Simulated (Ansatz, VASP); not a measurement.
**One calculation of B, two programs**

```xyz
2
Lattice="-1.6354 1.6354 0.7468 1.6354 -1.6354 0.7468 1.6354 1.6354 -0.7468" Properties=species:S:1:pos:R:3 pbc="T T T"
B     0.0000   -0.8177   -0.1867
B     0.0000    0.8177    0.1867
```

Change from the starting cell: volume scaled by 0.5, LAPW.

Alike in both runs: task single point; functional PBE; k mesh 21 × 21 × 21; occupations fermi-dirac, width 0.05 eV; no spin polarisation.

|  | VASP | Ansatz |
| --- | --- | --- |
| version | VASP 6.6.1 | Ansatz 0.2.0 |
| potentials or method | VASP PAW PBE potentials, release 64 (B), cutoff 520 eV | all-electron LAPW, scalar-relativistic |

Ansatz gave:

- pressure (GPa): 280.3
- traceless stress, the component that is largest in VASP (GPa): -0.48

Estimate VASP's values.

pressure (GPa): 281.1; traceless stress, the component that is largest in VASP (GPa): -0.11.

Both programs put the cell under a high pressure, so it lies far from rest at this level. Ansatz ran all-electron here, and VASP with PAW potentials.

Noted on VASP's run: the cell as given lies far from equilibrium.
